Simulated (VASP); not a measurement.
# ScBF6 (Pm-3m) in VASP: single point with PBE

Aim: the single point of ScBF6 with PBE.

All numbers are computed with VASP 6.6.1; they aren't measurements. Logs are shortened: lines on timing, memory, paths and dates and some standing lists are left out, and cuts for length are marked.

### 1 The cell of the first run

Symmetry: Pm-3m, No. 221, cubic system. Conventional cell: a = 4.604 Å, b = 4.604 Å, c = 4.604 Å, α = 90.00°, β = 90.00°, γ = 90.00°. Sc (site symmetry m-3m) has 24 F at 3.30 Å and 8 B at 3.99 Å within 4.3 Å. Within 2.3 Å of B (site symmetry m-3m) lie 6 F at 1.74 Å. Within 1.5 Å of F (site symmetry 4mm) lie 1 F at 1.11 Å.

The cell was generated, and may not be a known phase.

### 2 Single point, PBE

Input file INCAR:

```
SYSTEM = ScBF6
PREC = Accurate
ENCUT = 1350
EDIFF = 1E-6
ISMEAR = 0
SIGMA = 0.1
LREAL = .FALSE.
LASPH = .TRUE.
NELM = 120
ALGO = Normal
ISIF = 2
LWAVE = .FALSE.
LCHARG = .FALSE.
GGA = PE
NBANDS = 38
GGA_COMPAT = .FALSE.
```

Input file KPOINTS:

```
Automatic mesh
0
G
  4 4 4
  0 0 0
```

Input file POSCAR:

```
ScBF6
1.0
    4.6044888300      0.0000000000      0.0000000000
    0.0000000000      4.6044888300      0.0000000000
    0.0000000000      0.0000000000      4.6044888300
Sc B F
1 1 6
Direct
    0.5000000000      0.5000000000      0.5000000000
    0.0000000000      0.0000000000      0.0000000000
    0.3789564400      0.0000000000      0.0000000000
    0.6210435600      0.0000000000      0.0000000000
    0.0000000000      0.3789564400      0.0000000000
    0.0000000000      0.6210435600      0.0000000000
    0.0000000000      0.0000000000      0.3789564400
    0.0000000000      0.0000000000      0.6210435600
```

Potentials or basis: VASP PAW PBE potentials, release 64 (Sc_sv, B_h, F_h).

Started as:

```bash
cat potpaw_PBE.64/Sc_sv/POTCAR potpaw_PBE.64/B_h/POTCAR potpaw_PBE.64/F_h/POTCAR > POTCAR
mpirun -np 1 vasp_std > vasp.out
```

OUTCAR:

```text
SYSTEM = ScBF6
   PREC = Accurate
   ENCUT = 1350
   EDIFF = 1E-6
   ISMEAR = 0
   LREAL = .FALSE.
   LASPH = .TRUE.
   NELM = 120
   ISIF = 2
   GGA = PE

 ion  position               nearest neighbor table
   1  0.500  0.500  0.500-
   2  0.000  0.000  0.000-
   3  0.379  0.000  0.000-   4 1.11
   4  0.621  0.000  0.000-   3 1.11
   5  0.000  0.379  0.000-   6 1.11
   6  0.000  0.621  0.000-   5 1.11
   7  0.000  0.000  0.379-   8 1.11
   8  0.000  0.000  0.621-   7 1.11

  LATTYP: Found a simple cubic cell.
 ALAT       =     4.6044888300

  Lattice vectors:

 A1 = (   4.6044888300,   0.0000000000,   0.0000000000)
 A2 = (   0.0000000000,   4.6044888300,   0.0000000000)
 A3 = (   0.0000000000,   0.0000000000,   4.6044888300)

Analysis of symmetry for initial positions (statically):
=====================================================================
 Subroutine PRICEL returns:
 Original cell was already a primitive cell.

 Routine SETGRP: Setting up the symmetry group for a
 simple cubic supercell.

 Subroutine GETGRP returns: Found 48 space group operations
 (whereof 48 operations were pure point group operations)
 out of a pool of 48 trial point group operations.

The static configuration has the point symmetry O_h .

Analysis of symmetry for dynamics (positions and initial velocities):
=====================================================================
 Subroutine PRICEL returns:
 Original cell was already a primitive cell.

 Routine SETGRP: Setting up the symmetry group for a
 simple cubic supercell.

 Subroutine GETGRP returns: Found 48 space group operations
 (whereof 48 operations were pure point group operations)
 out of a pool of 48 trial point group operations.

The dynamic configuration has the point symmetry O_h .

 Subroutine INISYM returns: Found 48 space group operations
 (whereof 48 operations are pure point group operations),
 and found     1 'primitive' translations

----------------------------------------------------------------------------------------

                                     Primitive cell

  volume of cell :      97.6212

  direct lattice vectors                    reciprocal lattice vectors
     4.604488830  0.000000000  0.000000000     0.217179374  0.000000000  0.000000000
     0.000000000  4.604488830  0.000000000     0.000000000  0.217179374  0.000000000
     0.000000000  0.000000000  4.604488830     0.000000000  0.000000000  0.217179374

  length of vectors
     4.604488830  4.604488830  4.604488830     0.217179374  0.217179374  0.217179374

  position of ions in fractional coordinates (direct lattice)
     0.500000000  0.500000000  0.500000000
     0.000000000  0.000000000  0.000000000
     0.378956440  0.000000000  0.000000000
     0.621043560  0.000000000  0.000000000
     0.000000000  0.378956440  0.000000000
     0.000000000  0.621043560  0.000000000
     0.000000000  0.000000000  0.378956440
     0.000000000  0.000000000  0.621043560

  ion indices of the primitive-cell ions
   primitive index   ion index
                 1           1
                 2           2
                 3           3
                 4           4
                 5           5
                 6           6
                 7           7
                 8           8

----------------------------------------------------------------------------------------

 KPOINTS: Automatic mesh

Automatic generation of k-mesh.
 Grid dimensions read from file:
 generate k-points for:    4    4    4

 Generating k-lattice:

  Cartesian coordinates                     Fractional coordinates (reciprocal lattice)
     0.054294843  0.000000000  0.000000000     0.250000000  0.000000000  0.000000000
     0.000000000  0.054294843  0.000000000     0.000000000  0.250000000  0.000000000
     0.000000000  0.000000000  0.054294843     0.000000000  0.000000000  0.250000000

  Length of vectors
     0.054294843  0.054294843  0.054294843

  Shift w.r.t. Gamma in fractional coordinates (k-lattice)
     0.000000000  0.000000000  0.000000000

 Subroutine IBZKPT returns following result:
 ===========================================

 Found     10 irreducible k-points:

 Following reciprocal coordinates:
            Coordinates               Weight
  0.000000  0.000000  0.000000      1.000000
  0.250000  0.000000  0.000000      6.000000
  0.500000  0.000000  0.000000      3.000000
  0.250000  0.250000  0.000000     12.000000
  0.500000  0.250000  0.000000     12.000000
  0.500000  0.500000  0.000000      3.000000
  0.250000  0.250000  0.250000      8.000000
  0.500000  0.250000  0.250000     12.000000
  0.500000  0.500000  0.250000      6.000000
  0.500000  0.500000  0.500000      1.000000
   k-points           NKPTS =     10   k-points in BZ     NKDIM =     10   number of bands    NBANDS=     38
   number of dos      NEDOS =    301   number of ions     NIONS =      8
   total plane-waves  NPLWV = 175616
   dimension x,y,z NGX =    56 NGY =   56 NGZ =   56
   dimension x,y,z NGXF=   112 NGYF=  112 NGZF=  112
   ions per type =               1   1   6
   NGX,Y,Z   is equivalent  to a cutoff of  20.22, 20.22, 20.22 a.u.
   NGXF,Y,Z  is equivalent  to a cutoff of  40.44, 40.44, 40.44 a.u.
 SYSTEM =  ScBF6
   PREC   = accura    normal or accurate (medium, high low for compatibility)
   ISTART =      0    job   : 0-new  1-cont  2-samecut
   ICHARG =      2    charge: 1-file 2-atom 10-const
   ISPIN  =      1    spin polarized calculation?
   LNONCOLLINEAR =      F non collinear calculations
   LSORBIT =      F    spin-orbit coupling
   LASPH  =      T    aspherical Exc in radial PAW
   ENCUT  = 1350.0 eV  99.22 Ry    9.96 a.u.  13.79 13.79 13.79*2*pi/ulx,y,z
   NELM   =    120;   NELMIN=  2; NELMDL= -5     # of ELM steps
   EDIFF  = 0.1E-05   stopping-criterion for ELM
   LREAL  =      F    real-space projection
   EDIFFG = 0.1E-04   stopping-criterion for IOM
   NSW    =      0    number of steps for IOM
   IBRION =     -1    ionic relax: 0-MD 1-quasi-New 2-CG
   NFREE  =      0    steps in history (QN), initial steepest desc. (CG)
   ISIF   =      2    stress and relaxation
   ISYM   =      2    0-nonsym 1-usesym 2-fastsym
   POTIM  = 0.5000    time-step for ionic-motion
   TEBEG  =    0.0;   TEEND  =   0.0 temperature during run
   PSTRESS=    0.0 pullay stress
   NELECT =      56.0000    total number of electrons
   NUPDOWN=      -1.0000    fix difference up-down
   EMIN   =  10.00;   EMAX   =-10.00  energy-range for DOS
   EFERMI =   0.00;   METHOD = LEGACY
   ISMEAR =     0;   SIGMA  =   0.10  broadening in eV -4-tet -1-fermi 0-gaus
   EFERMI_NEDOS =   21; number of points for ismear=-14 and -15
   IALGO  =     38    algorithm
   IMIX   =      4    mixing-type and parameters
     AMIX     =   0.40;   BMIX     =  1.00
     AMIX_MAG =   1.60;   BMIX_MAG =  1.00
  volume/ion in A,a.u.               =      12.20        82.35
  Fermi-wavevector in a.u.,A,eV,Ry     =   1.360263  2.570524 25.175054  1.850314
  Thomas-Fermi vector in A             =   2.486940
   LORBIT       =      0    0 simple, 1 ext, 2 COOP (PROOUT), +10 PAW based schemes
   GGA     = PE    functional components
   LHFCALC =     F    Hartree Fock is set to
   AEXX    =    0.0000 exact exchange contribution
   IVDW    =     0    specifies the selected vdW correction
   LEPSILON=     F    determine dielectric tensor
   LRPA    =     F    only Hartree local field effects (RPA)
 non-spin polarized calculation
 Gauss-broadening in eV      SIGMA  =   0.10
  energy-cutoff  :     1350.00
  volume of cell :       97.62
 maximum number of plane-waves:     11067
 NGX is ok and might be reduce to    56
   NGX = 27   NGY = 27   NGZ = 27

 number of electron      55.9999989 magnetization

 Free energy of the ion-electron system (eV)
  ---------------------------------------------------
  ext. energy  EPLUGINS =         0.00000000
  ---------------------------------------------------
  free energy    TOTEN  =         3.38225325 eV

  energy without entropy =        3.43471648  energy(sigma->0) =        3.40848487

 E-fermi :   5.7915     XC(G=0):  -9.6369

 val. band max:        5.7813550450   @ k =   0.5000   0.5000   0.2500
 cond. band min:       5.8306127520   @ k =   0.5000   0.2500   0.0000
 fundamental gap:      0.0492577070
 Fermi energy:         5.7914969174

 k-point     1 :       0.0000    0.0000    0.0000
  band No.  band energies     occupation
      1     -45.1592      2.00000
      2     -32.7466      2.00000
      3     -32.5446      2.00000
      4     -32.5446      2.00000
      5     -23.8092      2.00000
      6     -23.8092      2.00000
[... 30 lines left out ...]
     37      10.8096      0.00000
     38      10.8096      0.00000

 k-point     2 :       0.2500    0.0000    0.0000
  band No.  band energies     occupation
      1     -45.1592      2.00000
      2     -32.7215      2.00000
      3     -32.5705      2.00000
      4     -32.5444      2.00000
      5     -23.8106      2.00000
      6     -23.8089      2.00000
[... 30 lines left out ...]
     37      10.8624      0.00000
     38      10.8624      0.00000

 k-point     3 :       0.5000    0.0000    0.0000
  band No.  band energies     occupation
      1     -45.1591      2.00000
      2     -32.6810      2.00000
      3     -32.6119      2.00000
      4     -32.5443      2.00000
      5     -23.8120      2.00000
      6     -23.8086      2.00000
[... 30 lines left out ...]
     37      10.9153      0.00000
[... 207 lines left out ...]
 k-point     9 :       0.5000    0.5000    0.2500
  band No.  band energies     occupation
      1     -45.1589      2.00000
      2     -32.6122      2.00000
      3     -32.6115      2.00000
      4     -32.6115      2.00000
      5     -23.8127      2.00000
      6     -23.8127      2.00000
[... 30 lines left out ...]
     37      10.6020      0.00000
     38      10.6028      0.00000

 k-point    10 :       0.5000    0.5000    0.5000
  band No.  band energies     occupation
      1     -45.1588      2.00000
      2     -32.6112      2.00000
      3     -32.6112      2.00000
      4     -32.6112      2.00000
      5     -23.8129      2.00000
      6     -23.8129      2.00000
[... 30 lines left out ...]
     37      10.7466      0.00000
     38      10.7466      0.00000

------------------------ aborting loop because EDIFF is reached ----------------------------------------

  FORCE on cell =-STRESS in cart. coord.  units (eV):
  Direction    XX          YY          ZZ          XY          YZ          ZX
  --------------------------------------------------------------------------------------
  -------------------------------------------------------------------------------------
  Total       58.5157242     58.5157242     58.5157242      0.0000000      0.0000000     -0.0000000
  in kB      960.3706861    960.3706861    960.3706861      0.0000000      0.0000000     -0.0000000
  external PRESSURE =     960.3706861 kB  Pullay stress =       0.0000000 kB

 VOLUME and BASIS-vectors are now :
 -----------------------------------------------------------------------------
  energy-cutoff  :     1350.00
  volume of cell :       97.62
      direct lattice vectors                 reciprocal lattice vectors
     4.604488830  0.000000000  0.000000000     0.217179374  0.000000000  0.000000000
     0.000000000  4.604488830  0.000000000     0.000000000  0.217179374  0.000000000
     0.000000000  0.000000000  4.604488830     0.000000000  0.000000000  0.217179374

 POSITION                                       TOTAL-FORCE (eV/Angst)
 -----------------------------------------------------------------------------------
      2.30224      2.30224      2.30224        -0.000000      0.000000      0.000000
      0.00000      0.00000      0.00000        -0.000000      0.000000      0.000000
      1.74490      0.00000      0.00000       -35.879168      0.000000      0.000000
      2.85959      0.00000      0.00000        35.879168      0.000000      0.000000
      0.00000      1.74490      0.00000        -0.000000    -35.879168      0.000000
      0.00000      2.85959      0.00000        -0.000000     35.879168      0.000000
      0.00000      0.00000      1.74490        -0.000000      0.000000    -35.879168
      0.00000      0.00000      2.85959        -0.000000      0.000000     35.879168
 -----------------------------------------------------------------------------------
    total drift:                               -0.000000     -0.000000     -0.000000

  FREE ENERGIE OF THE ION-ELECTRON SYSTEM (eV)
  ---------------------------------------------------
  free  energy   TOTEN  =         3.3822532474 eV

  energy  without entropy=        3.4347164850  energy(sigma->0) =        3.40848487
```

Wall time 1.8 min (1 thread of Intel Xeon 6975P-C (Granite Rapids), shared host); peak memory 0.51 GiB.

Results:

| Quantity | Value |
| --- | --- |
| Free energy | 3.3823 eV |
| Pressure | 96.0 GPa |
| Largest force | 35.879 eV/Å |
| Band gap on the k mesh | zero (bands 28 and 29 overlap by 0.66 eV) |

Forces on the atoms (eV/Å):
```
Sc    0.000   0.000   0.000
B     0.000   0.000   0.000
F   -35.879   0.000   0.000
F    35.879   0.000   0.000
F     0.000 -35.879   0.000
F     0.000  35.879   0.000
F     0.000   0.000 -35.879
F     0.000   0.000  35.879
```

Caveat: the cell stands under pressure; forces of over 1 eV/Å act on the atoms, so gaps and moduli don't describe the material at rest.

The gap in the log of VASP goes by the Fermi energy; the results here count the filled bands.